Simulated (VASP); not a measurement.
# Ti (P6_3/mmc) in VASP: further runs

Aim: see how the results for Ti move with the level of theory and the settings. Levels: revPBE+D4, RPBE+D4, BLYP+D3(BJ), PBEsol. Tasks: relaxation of cell and atoms, single point.

Program: VASP 6.6.1. These are calculated values, not measurements. Logs are shortened: lines on timing, memory, paths and dates and some standing lists are left out, and cuts for length are marked.

## (1) The cell of the first run

It takes space group P6_3/mmc (No. 194, hexagonal). The conventional cell has a = 2.950 Å, b = 2.950 Å, c = 4.680 Å, α = 90.00°, β = 90.00°, γ = 120.00°. Ti (site symmetry -6m2) has 12 Ti at 2.89 to 2.95 Å within 3.8 Å.

## (2) Relaxation of cell and atoms, revPBE+D4

File INCAR:

```
SYSTEM = Ti
ALGO = Normal ; EDIFF = 1E-6
EDIFFG = -0.02 ; ENCUT = 600
GGA = RE ; IBRION = 2
ISIF = 3 ; ISMEAR = -1
IVDW = 13 ; LASPH = .TRUE.
LCHARG = .FALSE. ; LREAL = .FALSE.
LWAVE = .FALSE. ; NELM = 100
NSW = 80 ; PREC = Accurate
SIGMA = 0.05
```

File KPOINTS:

```
k-points
0
G
  10 10 6
  0 0 0
```

File POSCAR:

```
Ti
1.0
    2.9500000000      0.0000000000      0.0000000000
   -1.4750000000      2.5547749412      0.0000000000
    0.0000000000      0.0000000000      4.6800000000
Ti
2
Direct
    0.6666666667      0.3333333333      0.7500000000
    0.3333333333      0.6666666667      0.2500000000
```

Potentials or basis: VASP PAW PBE potentials, release 64 (Ti_sv).

Command:

```console
> cat potpaw_PBE.64/Ti_sv/POTCAR > POTCAR
> mpirun -np 1 vasp_std > vasp.out
```

OUTCAR:

```text
SYSTEM = Ti
   EDIFF = 1E-6
   EDIFFG = -0.02
   ENCUT = 600
   GGA = RE
   IBRION = 2
   ISIF = 3
   ISMEAR = -1
   IVDW = 13
   LASPH = .TRUE.
   LREAL = .FALSE.
   NELM = 100
   NSW = 80
   PREC = Accurate

 ion  position               nearest neighbor table
   1  0.667  0.333  0.750-   2 2.89   2 2.89   2 2.89   2 2.89   2 2.89   2 2.89
   2  0.333  0.667  0.250-   1 2.89   1 2.89   1 2.89   1 2.89   1 2.89   1 2.89

  LATTYP: Found a hexagonal cell.
 ALAT       =     2.9500000000
 C/A-ratio  =     1.5864406780

  Lattice vectors:

 A1 = (   2.9500000000,   0.0000000000,   0.0000000000)
 A2 = (  -1.4750000000,   2.5547749412,   0.0000000000)
 A3 = (   0.0000000000,   0.0000000000,   4.6800000000)

Analysis of symmetry for initial positions (statically):
=====================================================================
 Subroutine PRICEL returns:
 Original cell was already a primitive cell.

 Routine SETGRP: Setting up the symmetry group for a
 hexagonal supercell.

 Subroutine GETGRP returns: Found 24 space group operations
 (whereof 12 operations were pure point group operations)
 out of a pool of 24 trial point group operations.

The static configuration has the point symmetry D_3d.
 The point group associated with its full space group is D_6h.

Analysis of symmetry for dynamics (positions and initial velocities):
=====================================================================
 Subroutine PRICEL returns:
 Original cell was already a primitive cell.

 Routine SETGRP: Setting up the symmetry group for a
 hexagonal supercell.

 Subroutine GETGRP returns: Found 24 space group operations
 (whereof 12 operations were pure point group operations)
 out of a pool of 24 trial point group operations.

The dynamic configuration has the point symmetry D_3d.
 The point group associated with its full space group is D_6h.

 Subroutine INISYM returns: Found 24 space group operations
 (whereof 12 operations are pure point group operations),
 and found     1 'primitive' translations

----------------------------------------------------------------------------------------

                                     Primitive cell

  volume of cell :      35.2712

  direct lattice vectors                    reciprocal lattice vectors
     2.950000000  0.000000000  0.000000000     0.338983051  0.195711956  0.000000000
    -1.475000000  2.554774941  0.000000000     0.000000000  0.391423911  0.000000000
     0.000000000  0.000000000  4.680000000     0.000000000  0.000000000  0.213675214

  length of vectors
     2.950000000  2.950000000  4.680000000     0.391423911  0.391423911  0.213675214

  position of ions in fractional coordinates (direct lattice)
     0.666666667  0.333333333  0.750000000
     0.333333333  0.666666667  0.250000000

  ion indices of the primitive-cell ions
   primitive index   ion index
                 1           1
                 2           2

----------------------------------------------------------------------------------------

 KPOINTS: k-points

Automatic generation of k-mesh.
 Grid dimensions read from file:
 generate k-points for:   10   10    6

 Generating k-lattice:

  Cartesian coordinates                     Fractional coordinates (reciprocal lattice)
     0.033898305  0.019571196  0.000000000     0.100000000 -0.000000000  0.000000000
     0.000000000  0.039142391  0.000000000     0.000000000  0.100000000  0.000000000
     0.000000000  0.000000000  0.035612536     0.000000000  0.000000000  0.166666667

  Length of vectors
     0.039142391  0.039142391  0.035612536

  Shift w.r.t. Gamma in fractional coordinates (k-lattice)
     0.000000000  0.000000000  0.000000000

 Subroutine IBZKPT returns following result:
 ===========================================

 Found     56 irreducible k-points:

 Following reciprocal coordinates:
            Coordinates               Weight
  0.000000  0.000000  0.000000      1.000000
  0.100000  0.000000  0.000000      6.000000
  0.200000  0.000000  0.000000      6.000000
  0.300000  0.000000  0.000000      6.000000
  0.400000  0.000000  0.000000      6.000000
  0.500000  0.000000  0.000000      3.000000
[... 16 lines left out ...]
  0.300000  0.100000  0.166667     24.000000
  0.400000  0.100000  0.166667     24.000000
 [... further k-points ...]
   k-points           NKPTS =     56   k-points in BZ     NKDIM =     56   number of bands    NBANDS=     16
   number of dos      NEDOS =    301   number of ions     NIONS =      2
   total plane-waves  NPLWV =  23040
   dimension x,y,z NGX =    24 NGY =   24 NGZ =   40
   dimension x,y,z NGXF=    48 NGYF=   48 NGZF=   80
   ions per type =               2
   NGX,Y,Z   is equivalent  to a cutoff of  13.53, 13.53, 14.21 a.u.
   NGXF,Y,Z  is equivalent  to a cutoff of  27.05, 27.05, 28.42 a.u.
 SYSTEM =  Ti
   PREC   = accura    normal or accurate (medium, high low for compatibility)
   ISTART =      0    job   : 0-new  1-cont  2-samecut
   ICHARG =      2    charge: 1-file 2-atom 10-const
   ISPIN  =      1    spin polarized calculation?
   LNONCOLLINEAR =      F non collinear calculations
   LSORBIT =      F    spin-orbit coupling
   LASPH  =      T    aspherical Exc in radial PAW
   ENCUT  =  600.0 eV  44.10 Ry    6.64 a.u.   5.89  5.89  9.35*2*pi/ulx,y,z
   NELM   =    100;   NELMIN=  2; NELMDL= -5     # of ELM steps
   EDIFF  = 0.1E-05   stopping-criterion for ELM
   LREAL  =      F    real-space projection
   EDIFFG = -.2E-01   stopping-criterion for IOM
   NSW    =     80    number of steps for IOM
   IBRION =      2    ionic relax: 0-MD 1-quasi-New 2-CG
   NFREE  =      1    steps in history (QN), initial steepest desc. (CG)
   ISIF   =      3    stress and relaxation
   ISYM   =      2    0-nonsym 1-usesym 2-fastsym
   POTIM  = 0.5000    time-step for ionic-motion
   TEBEG  =    0.0;   TEEND  =   0.0 temperature during run
   PSTRESS=    0.0 pullay stress
   NELECT =      24.0000    total number of electrons
   NUPDOWN=      -1.0000    fix difference up-down
   EMIN   =  10.00;   EMAX   =-10.00  energy-range for DOS
   EFERMI =   0.00;   METHOD = LEGACY
   ISMEAR =    -1;   SIGMA  =   0.05  broadening in eV -4-tet -1-fermi 0-gaus
   EFERMI_NEDOS =   21; number of points for ismear=-14 and -15
   IALGO  =     38    algorithm
   IMIX   =      4    mixing-type and parameters
     AMIX     =   0.40;   BMIX     =  1.00
     AMIX_MAG =   1.60;   BMIX_MAG =  1.00
  volume/ion in A,a.u.               =      17.64       119.01
  Fermi-wavevector in a.u.,A,eV,Ry     =   1.439920  2.721055 28.209912  2.073370
  Thomas-Fermi vector in A             =   2.558722
   LORBIT       =      0    0 simple, 1 ext, 2 COOP (PROOUT), +10 PAW based schemes
   GGA     = RE    functional components
   LHFCALC =     F    Hartree Fock is set to
   AEXX    =    0.0000 exact exchange contribution
   IVDW    =    13    specifies the selected vdW correction
   LEPSILON=     F    determine dielectric tensor
   LRPA    =     F    only Hartree local field effects (RPA)
 conjugate gradient relaxation of ions
 non-spin polarized calculation
  energy-cutoff  :      600.00
  volume of cell :       35.27
 maximum number of plane-waves:      1194
 NGX is ok and might be reduce to    24
   NGX = 11   NGY = 11   NGZ = 19

--------------------------------------- Ionic step        1  -------------------------------------------

 number of electron      23.9999997 magnetization

 Free energy of the ion-electron system (eV)
  ---------------------------------------------------
  ext. energy  EPLUGINS =         0.00000000
  ---------------------------------------------------
  free energy    TOTEN  =       -15.04516646 eV

  energy without entropy =      -15.02590798  energy(sigma->0) =      -15.03553722

------------------------ aborting loop because EDIFF is reached ----------------------------------------

  DFT-D4 for vdW energy calculation

  Edisp (eV):   -0.60538

  FORCE on cell =-STRESS in cart. coord.  units (eV):
  Direction    XX          YY          ZZ          XY          YZ          ZX
  --------------------------------------------------------------------------------------
  -------------------------------------------------------------------------------------
  Total      -0.46620    -0.46620    -0.54088     0.00000    -0.00000    -0.00000
  in kB     -21.17684   -21.17684   -24.56907     0.00000    -0.00000    -0.00000
  external pressure =      -22.31 kB  Pullay stress =        0.00 kB
[... 61 lines left out ...]
  energy  without entropy=      -15.6341960014  energy(sigma->0) =      -15.64375836

--------------------------------------- Ionic step        3  -------------------------------------------

 number of electron      23.9999992 magnetization

 Free energy of the ion-electron system (eV)
  ---------------------------------------------------
  ext. energy  EPLUGINS =         0.00000000
  ---------------------------------------------------
  free energy    TOTEN  =       -15.03729864 eV

  energy without entropy =      -15.01809581  energy(sigma->0) =      -15.02769722

 E-fermi :   8.4753     XC(G=0): -11.4466

 val. band max:        8.4598440464   @ k =   0.1000   0.1000   0.1667
 cond. band min:       8.4755605588   @ k =   0.0000   0.0000   0.3333
 fundamental gap:      0.0157165124
 Fermi energy:         8.4752628293

 k-point     1 :       0.0000    0.0000    0.0000
  band No.  band energies     occupation
      1     -48.4710      2.00000
      2     -48.3325      2.00000
      3     -25.0130      2.00000
      4     -24.3615      2.00000
      5     -24.3615      2.00000
      6     -24.2965      2.00000
[... 8 lines left out ...]
     15       9.7709      0.00000
     16       9.7709      0.00000
[... 420 lines left out ...]
  band No.  band energies     occupation
      1     -48.3489      2.00000
      2     -48.3097      2.00000
      3     -24.8605      2.00000
      4     -24.7457      2.00000
      5     -24.6376      2.00000
      6     -24.5113      2.00000
[... 8 lines left out ...]
     15       9.6575      0.00000
     16      11.5603      0.00000

 [... further k-points ...]

------------------------ aborting loop because EDIFF is reached ----------------------------------------

  DFT-D4 for vdW energy calculation

  Edisp (eV):   -0.61854

  FORCE on cell =-STRESS in cart. coord.  units (eV):
  Direction    XX          YY          ZZ          XY          YZ          ZX
  --------------------------------------------------------------------------------------
  -------------------------------------------------------------------------------------
  Total       0.01951     0.01951    -0.03318    -0.00000     0.00000     0.00000
  in kB       0.90516     0.90516    -1.53952    -0.00000     0.00000     0.00000
  external pressure =        0.09 kB  Pullay stress =        0.00 kB
[... 17 lines left out ...]
  FREE ENERGIE OF THE ION-ELECTRON SYSTEM (eV)
  ---------------------------------------------------
  free  energy   TOTEN  =       -15.6558393375 eV

  energy  without entropy=      -15.6366365130  energy(sigma->0) =      -15.64623793

 reached required accuracy - stopping structural energy minimisation
```

It took 90 s on 1 thread of Intel Xeon 6975P-C, shared host; peak memory 0.18 GiB.

What came out:

- Free energy: -15.6558 eV
- Relaxed volume: 17.27 Å³/atom
- Relaxed cell: a = 2.930 Å, b = 2.930 Å, c = 4.644 Å, α = 90.00°, β = 90.00°, γ = 120.00°
- Space group after relaxing (to 0.05 Å): P6_3/mmc (No. 194)
- Energy gained by relaxing: 2.6 meV/atom
- Ionic steps: 3
- Pressure after relaxing: 0.0 GPa
- Band gap on the k mesh: zero (band 12 reaches 9.27 eV, above the bottom of band 13 at 8.25 eV)
- Dispersion energy per atom: -0.309 eV

Step by step:
```csv
step,energy change (eV),largest force (eV/Å),pressure (GPa),volume (Å³)
1,0.0000,0.0000,-2.23,35.27
2,-0.0028,0.0000,1.65,34.03
3,-0.0053,0.0000,0.01,34.53
```

Final structure:
```xyz
2
Lattice="2.9302 0.0000 0.0000 -1.4651 2.5377 0.0000 0.0000 0.0000 4.6436" Properties=species:S:1:pos:R:3 pbc="T T T"
Ti    1.4651    0.8459    3.4827
Ti    0.0000    1.6918    1.1609
```

Caveat: the PAW data sets were made with another functional, which shifts forces and pressure a little; pairwise dispersion overbinds metals, which lowers pressure and volume.

## (3) Relaxation of cell and atoms, RPBE+D4

File INCAR:

```
SYSTEM = Ti
ALGO = Normal ; EDIFF = 1E-7
EDIFFG = -0.005 ; ENCUT = 600
GGA = RP ; IBRION = 2
ISIF = 3 ; ISMEAR = -1
IVDW = 13 ; LASPH = .True.
LCHARG = .False. ; LREAL = .False.
LWAVE = .False. ; NELM = 60
NSW = 80 ; PREC = Accurate
SIGMA = 0.05
```

File KPOINTS:

```
k-points
0
Gamma
  10 10 6
  0 0 0
```

POSCAR is that of step 2.

Potentials or basis: VASP PAW PBE potentials, release 64 (Ti_sv).

Command:

```console
> cat potpaw_PBE.64/Ti_sv/POTCAR > POTCAR
> mpirun -np 1 vasp_std > vasp.out
```

OUTCAR:

```text
SYSTEM = Ti
   EDIFF = 1E-7
   EDIFFG = -0.005
   ENCUT = 600
   GGA = RP
   IBRION = 2
   ISIF = 3
   ISMEAR = -1
   IVDW = 13
   LASPH = .True.
   LREAL = .False.
   NELM = 60
   NSW = 80
   PREC = Accurate

 ion  position               nearest neighbor table
   1  0.667  0.333  0.750-   2 2.89   2 2.89   2 2.89   2 2.89   2 2.89   2 2.89
   2  0.333  0.667  0.250-   1 2.89   1 2.89   1 2.89   1 2.89   1 2.89   1 2.89

  LATTYP: Found a hexagonal cell.
 ALAT       =     2.9500000000
 C/A-ratio  =     1.5864406780

  Lattice vectors:

 A1 = (   2.9500000000,   0.0000000000,   0.0000000000)
 A2 = (  -1.4750000000,   2.5547749412,   0.0000000000)
 A3 = (   0.0000000000,   0.0000000000,   4.6800000000)

Analysis of symmetry for initial positions (statically):
=====================================================================
 Subroutine PRICEL returns:
 Original cell was already a primitive cell.

 Routine SETGRP: Setting up the symmetry group for a
 hexagonal supercell.

 Subroutine GETGRP returns: Found 24 space group operations
 (whereof 12 operations were pure point group operations)
 out of a pool of 24 trial point group operations.

The static configuration has the point symmetry D_3d.
 The point group associated with its full space group is D_6h.

Analysis of symmetry for dynamics (positions and initial velocities):
=====================================================================
[... 149 lines left out ...]

--------------------------------------- Ionic step        1  -------------------------------------------

 number of electron      23.9999997 magnetization

 Free energy of the ion-electron system (eV)
  ---------------------------------------------------
  ext. energy  EPLUGINS =         0.00000000
  ---------------------------------------------------
  free energy    TOTEN  =       -14.88301380 eV

  energy without entropy =      -14.86389716  energy(sigma->0) =      -14.87345548

------------------------ aborting loop because EDIFF is reached ----------------------------------------

  DFT-D4 for vdW energy calculation

  Edisp (eV):   -0.71593
[... 191 lines left out ...]
--------------------------------------- Ionic step        6  -------------------------------------------

 number of electron      23.9999993 magnetization

 Free energy of the ion-electron system (eV)
  ---------------------------------------------------
  ext. energy  EPLUGINS =         0.00000000
  ---------------------------------------------------
  free energy    TOTEN  =       -14.87417107 eV

  energy without entropy =      -14.85507663  energy(sigma->0) =      -14.86462385

 E-fermi :   8.4667     XC(G=0): -11.3996

 val. band max:        8.4522651142   @ k =   0.1000   0.1000   0.1667
 cond. band min:       8.4702521634   @ k =   0.0000   0.0000   0.3333
 fundamental gap:      0.0179870492
 Fermi energy:         8.4666882370

 k-point     1 :       0.0000    0.0000    0.0000
  band No.  band energies     occupation
      1     -48.5265      2.00000
      2     -48.3896      2.00000
      3     -25.0456      2.00000
      4     -24.4030      2.00000
      5     -24.4030      2.00000
      6     -24.3368      2.00000
[... 433 lines left out ...]
      3     -24.8930      2.00000
      4     -24.7789      2.00000
      5     -24.6740      2.00000
      6     -24.5499      2.00000
[... 8 lines left out ...]
     15       9.6481      0.00000
     16      11.5376      0.00000

 [... further k-points ...]

------------------------ aborting loop because EDIFF is reached ----------------------------------------

  DFT-D4 for vdW energy calculation

  Edisp (eV):   -0.72825
[... 25 lines left out ...]
  FREE ENERGIE OF THE ION-ELECTRON SYSTEM (eV)
  ---------------------------------------------------
  free  energy   TOTEN  =       -15.6024173125 eV

  energy  without entropy=      -15.5833228712  energy(sigma->0) =      -15.59287009

 reached required accuracy - stopping structural energy minimisation
```

OSZICAR:

```text
N       E                     dE             d eps       ncg     rms          rms(c)
DAV:   1     0.263437378450E+03    0.26344E+03   -0.14779E+04  1792   0.203E+03
[... 61 lines left out ...]
       N       E                     dE             d eps       ncg     rms          rms(c)
DAV:   1    -0.148742526958E+02   -0.10479E-03   -0.57430E-03  1888   0.110E+00    0.712E-02
DAV:   2    -0.148741953418E+02    0.57354E-04   -0.33535E-04  1792   0.230E-01    0.368E-02
DAV:   3    -0.148741709626E+02    0.24379E-04   -0.88376E-05  2616   0.102E-01    0.421E-03
DAV:   4    -0.148741709580E+02    0.45593E-08   -0.76626E-06  2160   0.409E-02    0.229E-03
DAV:   5    -0.148741710593E+02   -0.10126E-06   -0.33044E-07  1816   0.673E-03    0.390E-04
DAV:   6    -0.148741710676E+02   -0.83201E-08   -0.49981E-08   992   0.375E-03
   6 F= -.15602417E+02 E0= -.15592870E+02  d E =-.328698E-04
```

It used 97 s of CPU time on 1 thread of Intel Xeon 6975P-C (shared host).

What came out:

- Free energy: -15.6024 eV
- Relaxed volume: 17.33 Å³/atom
- Relaxed cell: a = 2.936 Å, b = 2.936 Å, c = 4.643 Å, α = 90.00°, β = 90.00°, γ = 120.00°
- Space group after relaxing (to 0.05 Å): P6_3/mmc (No. 194)
- Energy gained by relaxing: 1.7 meV/atom
- Ionic steps: 6
- Pressure after relaxing: 0.0 GPa
- Band gap on the k mesh: zero (band 12 reaches 9.26 eV, above the bottom of band 13 at 8.23 eV)
- Dispersion energy per atom: -0.364 eV

Step by step:
```tsv
step	energy change (eV)	largest force (eV/Å)	pressure (GPa)	volume (Å³)
1	0.0000	0.0000	-1.81	35.27
2	-0.0018	0.0000	1.31	34.27
3	-0.0034	0.0000	0.01	34.67
4	-0.0034	0.0000	0.04	34.66
5	-0.0035	0.0000	0.04	34.66
6	-0.0035	0.0000	0.04	34.66
```

Final structure:
```cif
data_structure
_symmetry_space_group_name_H-M 'P 1'
_symmetry_Int_Tables_number 1
_cell_length_a 2.9359
_cell_length_b 2.9359
_cell_length_c 4.6433
_cell_angle_alpha 90.000
_cell_angle_beta 90.000
_cell_angle_gamma 120.000
_cell_volume 34.66
loop_
_atom_site_label
_atom_site_type_symbol
_atom_site_fract_x
_atom_site_fract_y
_atom_site_fract_z
_atom_site_occupancy
Ti1 Ti 0.66667 0.33333 0.75000 1
Ti2 Ti 0.33333 0.66667 0.25000 1
```

Caveat: the PAW data sets were made with another functional, which shifts forces and pressure a little; pairwise dispersion overbinds metals, which lowers pressure and volume.

[end of part 1 of 2]
